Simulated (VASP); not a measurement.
The system is BAs.

```
B As
1.0
     0.00000    2.40440    2.40440
     2.40440    0.00000    2.40440
     2.40440    2.40440    0.00000
B As
1 1
Direct
  0.00000 0.00000 0.00000
  0.25000 0.25000 0.25000
```

- Program: VASP 6.6.1
- Task: relaxation of cell and atoms
- Functional: PBEsol
- Potentials or basis: VASP PAW PBE potentials, release 64 (B, As)
- Cutoff: 600 eV
- k mesh: 8 × 8 × 8
- Occupations: fermi-dirac, width 0.02 eV
- Spin: no spin polarisation

At the start: pressure -2.6 GPa; volume 13.90 Å³/atom.

Where does the relaxation end?

Over 3 steps the energy falls by 2.3 meV/atom and the volume is 13.63 Å³/atom (-1.9 %); space group F-43m (No. 216, to 0.05 Å).

Step by step:
| step | energy change (eV) | largest force (eV/Å) | pressure (GPa) | volume (Å³) |
| --- | --- | --- | --- | --- |
| 1 | 0.0000 | 0.0000 | -2.64 | 27.80 |
| 2 | -0.0022 | 0.0000 | 2.01 | 26.89 |
| 3 | -0.0045 | 0.0000 | 0.00 | 27.26 |

Final structure:
```
B As
1.0
     0.00000    2.38878    2.38878
     2.38878    0.00000    2.38878
     2.38878    2.38878    0.00000
B As
1 1
Direct
  0.00000 0.00000 0.00000
  0.25000 0.25000 0.25000
```

Caveat: the PAW data sets were made with another functional, which shifts forces and pressure a little.
